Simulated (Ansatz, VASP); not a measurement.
**One calculation of Rh, two programs**

```
CELL_PARAMETERS angstrom
2.76692 0.00000 0.00000
-1.38346 2.39622 0.00000
0.00000 0.00000 4.48677
ATOMIC_POSITIONS crystal
Rh 0.66667 0.33333 0.75000
Rh 0.33333 0.66667 0.25000
```

Alike in both runs: task single point; functional r2SCAN; k mesh 12 × 12 × 7; no spin polarisation.

|  | VASP | Ansatz |
| --- | --- | --- |
| version | VASP 6.6.1 | Ansatz 0.2.0 |
| potentials or method | VASP PAW PBE potentials, release 64 (Rh_pv), cutoff 520 eV | plane waves, PAW |
| occupations | methfessel-paxton of order 1, width 0.15 eV | cold, width 0.15 eV |
| valence electrons in the cell | 30 | 34 |

Ansatz gave:

- pressure (GPa): -17.8
- traceless stress, the component that is largest in VASP (GPa): -0.59

**Question.** Estimate VASP's values.

**Answer.** Pressure (GPa): -17.0; traceless stress, the component that is largest in VASP (GPa): -0.39.

VASP's potentials were made for PBE, not for r2SCAN. VASP's potentials hold 30 valence electrons a cell and Ansatz's 34, so a difference there can come from the potentials and not from the codes.
